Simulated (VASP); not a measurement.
# TiO2 (I4_1/amd) in VASP: further runs

The runs below take TiO2 through single point, relaxation of the atoms, with PBE.

Program: VASP 6.6.1. These are calculated values, not measurements. Logs are shortened: lines on timing, memory, paths and dates and some standing lists are left out, and cuts for length are marked.

**1. The cell of the first run**

It takes space group I4_1/amd (No. 141, tetragonal). Conventional cell: a = 3.784 Å, b = 3.784 Å, c = 9.515 Å, α = 90.00°, β = 90.00°, γ = 90.00°. Within 2.6 Å of Ti (site symmetry -4m2) lie 6 O at 1.93 to 1.99 Å. O (site symmetry 2mm) has 3 Ti at 1.93 to 1.99 Å and 2 O at 2.47 Å within 2.6 Å.

**2. Single point, PBE**

Contents of INCAR:

```
SYSTEM = TiO2
ALGO = Normal
EDIFF = 1E-6
ENCUT = 520
GGA = PE
ISIF = 2
ISMEAR = 0
LASPH = .True.
LCHARG = .False.
LREAL = .False.
LWAVE = .False.
NBANDS = 33
NELM = 60
PREC = Accurate
SIGMA = 0.01
```

Contents of KPOINTS:

```
k-points
0
Gamma
  5 5 5
  0 0 0
```

Contents of POSCAR:

```
TiO2
1.0
   -1.8921000000      1.8921000000      4.7573000000
    1.8921000000     -1.8921000000      4.7573000000
    1.8921000000      1.8921000000     -4.7573000000
Ti O
2 4
Direct
    0.0000000000      0.0000000000      0.0000000000
    0.7500000000      0.2500000000      0.5000000000
    0.2087615689      0.2087615689      0.0000000000
    0.9587615689      0.4587615689      0.5000000000
    0.5412384311      0.0412384311      0.5000000000
    0.7912384311      0.7912384311      0.0000000000
```

Potentials or basis: VASP PAW PBE potentials, release 64 (Ti_sv, O).

Command:

```bash
$ cat potpaw_PBE.64/Ti_sv/POTCAR potpaw_PBE.64/O/POTCAR > POTCAR
$ mpirun -np 1 vasp_std > vasp.out
```

OUTCAR:

```text
SYSTEM = TiO2
   EDIFF = 1E-6
   ENCUT = 520
   GGA = PE
   ISIF = 2
   ISMEAR = 0
   LASPH = .True.
   LREAL = .False.
   NELM = 60
   PREC = Accurate

 ion  position               nearest neighbor table
   1  0.000  0.000  0.000-   5 1.93   4 1.93   5 1.93   4 1.93   3 1.99   6 1.99
   2  0.750  0.250  0.500-   6 1.93   3 1.93   6 1.93   3 1.93   4 1.99   5 1.99
   3  0.209  0.209  0.000-   2 1.93   2 1.93   1 1.99
   4  0.959  0.459  0.500-   1 1.93   1 1.93   2 1.99
   5  0.541  0.041  0.500-   1 1.93   1 1.93   2 1.99
   6  0.791  0.791  0.000-   2 1.93   2 1.93   1 1.99

  LATTYP: Found a body centered tetragonal cell.
 ALAT       =     3.7842000000
 C/A-ratio  =     2.5142962846

  Lattice vectors:

 A1 = (  -1.8921000000,   1.8921000000,   4.7573000000)
 A2 = (   1.8921000000,  -1.8921000000,   4.7573000000)
 A3 = (   1.8921000000,   1.8921000000,  -4.7573000000)

Analysis of symmetry for initial positions (statically):
=====================================================================
 Subroutine PRICEL returns:
 Original cell was already a primitive cell.

 Routine SETGRP: Setting up the symmetry group for a
 body centered tetragonal supercell.

 Subroutine GETGRP returns: Found 16 space group operations
 (whereof  8 operations were pure point group operations)
 out of a pool of 16 trial point group operations.

The static configuration has the point symmetry D_2d.
 The point group associated with its full space group is D_4h.

Analysis of symmetry for dynamics (positions and initial velocities):
=====================================================================
 Subroutine PRICEL returns:
 Original cell was already a primitive cell.

 Routine SETGRP: Setting up the symmetry group for a
 body centered tetragonal supercell.

 Subroutine GETGRP returns: Found 16 space group operations
 (whereof  8 operations were pure point group operations)
 out of a pool of 16 trial point group operations.

The dynamic configuration has the point symmetry D_2d.
 The point group associated with its full space group is D_4h.

 Subroutine INISYM returns: Found 16 space group operations
 (whereof  8 operations are pure point group operations),
 and found     1 'primitive' translations

----------------------------------------------------------------------------------------

                                     Primitive cell

  volume of cell :      68.1253
[... 91 lines left out ...]
   LREAL  =      F    real-space projection
   EDIFFG = 0.1E-04   stopping-criterion for IOM
   NSW    =      0    number of steps for IOM
   IBRION =     -1    ionic relax: 0-MD 1-quasi-New 2-CG
   NFREE  =      0    steps in history (QN), initial steepest desc. (CG)
   ISIF   =      2    stress and relaxation
   ISYM   =      2    0-nonsym 1-usesym 2-fastsym
   POTIM  = 0.5000    time-step for ionic-motion
   TEBEG  =    0.0;   TEEND  =   0.0 temperature during run
   PSTRESS=    0.0 pullay stress
   NELECT =      48.0000    total number of electrons
   NUPDOWN=      -1.0000    fix difference up-down
   EMIN   =  10.00;   EMAX   =-10.00  energy-range for DOS
   EFERMI =   0.00;   METHOD = LEGACY
   ISMEAR =     0;   SIGMA  =   0.01  broadening in eV -4-tet -1-fermi 0-gaus
   EFERMI_NEDOS =   21; number of points for ismear=-14 and -15
   IALGO  =     38    algorithm
   IMIX   =      4    mixing-type and parameters
     AMIX     =   0.40;   BMIX     =  1.00
     AMIX_MAG =   1.60;   BMIX_MAG =  1.00
  volume/ion in A,a.u.               =      11.35        76.62
  Fermi-wavevector in a.u.,A,eV,Ry     =   1.456752  2.752862 28.873289  2.122127
  Thomas-Fermi vector in A             =   2.573634
   LORBIT       =      0    0 simple, 1 ext, 2 COOP (PROOUT), +10 PAW based schemes
   GGA     = PE    functional components
   LHFCALC =     F    Hartree Fock is set to
   AEXX    =    0.0000 exact exchange contribution
   IVDW    =     0    specifies the selected vdW correction
   LEPSILON=     F    determine dielectric tensor
   LRPA    =     F    only Hartree local field effects (RPA)
 non-spin polarized calculation
 Gauss-broadening in eV      SIGMA  =   0.01
  energy-cutoff  :      520.00
  volume of cell :       68.13
 maximum number of plane-waves:      1849
 NGX is ok and might be reduce to    42
   NGX = 21   NGY = 21   NGZ = 21

 number of electron      47.9999990 magnetization

 Free energy of the ion-electron system (eV)
  ---------------------------------------------------
  ext. energy  EPLUGINS =         0.00000000
  ---------------------------------------------------
  free energy    TOTEN  =       -53.82648824 eV

  energy without entropy =      -53.82648824  energy(sigma->0) =      -53.82648824

 E-fermi :   3.5978     XC(G=0): -10.7405

 val. band max:        3.4083410677   @ k =  -0.4000   0.4000   0.0000
 cond. band min:       5.4984022483   @ k =   0.0000   0.0000   0.0000
 fundamental gap:      2.0900611806
 Fermi energy:         3.5978434556

 k-point     1 :       0.0000    0.0000    0.0000
  band No.  band energies     occupation
      1     -53.0014      2.00000
      2     -52.9411      2.00000
      3     -29.4637      2.00000
      4     -29.2267      2.00000
      5     -29.2267      2.00000
      6     -29.1552      2.00000
[... 637 lines left out ...]
     32       8.4393      0.00000
     33       8.9880      0.00000

------------------------ aborting loop because EDIFF is reached ----------------------------------------

  FORCE on cell =-STRESS in cart. coord.  units (eV):
  Direction    XX          YY          ZZ          XY          YZ          ZX
  --------------------------------------------------------------------------------------
  -------------------------------------------------------------------------------------
  Total        2.3239803      2.3239803      2.4062470      0.0000000      0.0000000      0.0000000
  in kB       54.6555556     54.6555556     56.5903117      0.0000000      0.0000000      0.0000000
  external PRESSURE =      55.3004743 kB  Pullay stress =       0.0000000 kB

 VOLUME and BASIS-vectors are now :
 -----------------------------------------------------------------------------
  energy-cutoff  :      520.00
  volume of cell :       68.13
      direct lattice vectors                 reciprocal lattice vectors
    -1.892100000  1.892100000  4.757300000     0.000000000  0.264256646  0.105101633
     1.892100000 -1.892100000  4.757300000     0.264256646  0.000000000  0.105101633
     1.892100000  1.892100000 -4.757300000     0.264256646  0.264256646  0.000000000

 POSITION                                       TOTAL-FORCE (eV/Angst)
 -----------------------------------------------------------------------------------
      0.00000      0.00000      0.00000         0.000000      0.000000     -0.000000
      0.00000      1.89210      2.37865         0.000000      0.000000     -0.000000
      0.00000      0.00000      1.98628         0.000000     -0.000000      0.022621
      0.00000      1.89210      4.36493        -0.000000      0.000000      0.022621
      0.00000      1.89210      0.39237        -0.000000      0.000000     -0.022621
      0.00000      0.00000      7.52832         0.000000     -0.000000     -0.022621
 -----------------------------------------------------------------------------------
    total drift:                               -0.000000      0.000000      0.000000

  FREE ENERGIE OF THE ION-ELECTRON SYSTEM (eV)
  ---------------------------------------------------
  free  energy   TOTEN  =       -53.8264882377 eV

  energy  without entropy=      -53.8264882377  energy(sigma->0) =      -53.82648824
```

Wall time 2.2 min (1 thread of Intel Xeon 8259CL, shared host); peak memory 0.26 GiB.

What came out:

```
Free energy            : -53.8265 eV
Pressure               : 5.5 GPa
Largest force          : 0.023 eV/Å
Band gap on the k mesh : 2.09 eV (least direct gap 2.45 eV)
```

Forces in eV/Å, atoms in the order of the input:
```
Ti   0.000  0.000  0.000
Ti   0.000  0.000  0.000
O    0.000  0.000  0.023
O    0.000  0.000  0.023
O    0.000  0.000 -0.023
O    0.000  0.000 -0.023
```

Levels at points of the mesh, in eV from the valence-band top:
```tsv
k point	band 20	band 21	band 22	band 23	band 24	band 25	band 26	band 27	band 28	band 29
(0.00, 0.00, 0.00)	-0.78	-0.77	-0.77	-0.48	-0.48	2.09	2.83	3.94	3.94	3.98
```

Caveat: the cell stands under pressure; an odd mesh through Γ misses points on the zone boundary, where band edges can lie.

**3. Relaxation of the atoms, PBE**

Contents of INCAR:

```
SYSTEM = TiO2
PREC = Accurate
ENCUT = 520
EDIFF = 1E-7
ISMEAR = 0
SIGMA = 0.01
LREAL = .FALSE.
LASPH = .TRUE.
NELM = 60
ALGO = Normal
ISIF = 2
LWAVE = .FALSE.
LCHARG = .FALSE.
GGA = PE
IBRION = 2
NSW = 80
EDIFFG = -0.004
```

Contents of KPOINTS:

```
regular mesh
0
G
  5 5 5
  0 0 0
```

Contents of POSCAR:

```
TiO2
1.0
   -1.8921000000      1.8921000000      4.7573000000
    1.8921000000     -1.8921000000      4.7573000000
    1.8921000000      1.8921000000     -4.7573000000
Ti O
2 4
Direct
    0.0000000000      0.0000000000      0.0000000000
    0.7500000000      0.2500000000      0.5000000000
    0.2081000000      0.2081000000      0.0000000000
    0.9581000000      0.4581000000      0.5000000000
    0.5419000000      0.0419000000      0.5000000000
    0.7919000000      0.7919000000      0.0000000000
```

Potentials or basis: VASP PAW PBE potentials, release 64 (Ti_sv, O).

Command:

```bash
$ cat potpaw_PBE.64/Ti_sv/POTCAR potpaw_PBE.64/O/POTCAR > POTCAR
$ mpirun -np 1 vasp_std > vasp.out
```

Run time: 4.4 min. Hardware: 1 thread of Intel Xeon 8259CL, shared host; peak memory 0.26 GiB.

It converged, with:

```yaml
Free_energy: -53.8266 eV
Energy_gained_by_relaxing: 0.3 meV/atom
Ionic_steps: 3
Pressure_after_relaxing: 5.4 GPa
Band_gap_on_the_k_mesh: 2.09 eV (least direct gap 2.45 eV)
```

Stress tensor (GPa, compression positive):
```
5.47 0.00 0.00
0.00 5.47 0.00
0.00 0.00 5.39
```

Step by step:
| step | energy change (eV) | largest force (eV/Å) | pressure (GPa) |
| --- | --- | --- | --- |
| 1 | 0.0000 | 0.1206 | 5.89 |
| 2 | -0.0017 | 0.0300 | 5.56 |
| 3 | -0.0019 | 0.0005 | 5.45 |

Final structure:
```
Ti O
1.0
    -1.89210    1.89210    4.75730
     1.89210   -1.89210    4.75730
     1.89210    1.89210   -4.75730
Ti O
2 4
Direct
  0.00000 0.00000 0.00000
  0.75000 0.25000 0.50000
  0.20892 0.20892 0.00000
  0.95892 0.45892 0.50000
  0.54108 0.04108 0.50000
  0.79108 0.79108 0.00000
```

Levels at points of the mesh, in eV from the valence-band top:
| k point | band 21 | band 22 | band 23 | band 24 | band 25 | band 26 | band 27 | band 28 |
| --- | --- | --- | --- | --- | --- | --- | --- | --- |
| (0.00, 0.00, 0.00) | -0.78 | -0.78 | -0.48 | -0.48 | 2.09 | 2.82 | 3.93 | 3.93 |

Caveat: an odd mesh through Γ misses points on the zone boundary, where band edges can lie.
